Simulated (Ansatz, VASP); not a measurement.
# Au in VASP and in Ansatz

```
Au
1.0
     0.00000    1.99436    2.09664
     1.99436    0.00000    2.09664
     1.99436    1.99436    0.00000
Au
1
Direct
  0.00000 0.00000 0.00000
```

Change from the starting cell: strain -0.025 along x and y, +0.025 along z, atoms carried along.

Alike in both runs: task single point; functional r2SCAN; k mesh 20 × 20 × 20; occupations gaussian, width 0.15 eV; no spin polarisation.

```csv
,VASP,Ansatz
version,VASP 6.6.1,Ansatz 0.2.0
potentials or method,"VASP PAW PBE potentials, release 64 (Au), cutoff 520 eV","scalar-relativistic, plane waves, PAW"
valence electrons in the cell,11,19
```

|  | VASP | Ansatz | Ansatz less VASP |
| --- | --- | --- | --- |
| gap on the k mesh at the Fermi level (eV) | none | none | - |
| pressure (GPa) | 9.6 | 9.2 | -0.40 |
| traceless stress, the component that is largest in VASP (GPa) | -1.39 | -1.35 | +0.037 |

VASP's potentials were made for PBE, not for r2SCAN. A gap of «none» marks a metal or a gap that the smearing closes. The functional is the same, so the differences come from potentials, cutoffs and numerics. VASP's potentials hold 11 valence electrons a cell and Ansatz's 19, so a difference there can come from the potentials and not from the codes.

Spin-orbit coupling is off throughout.
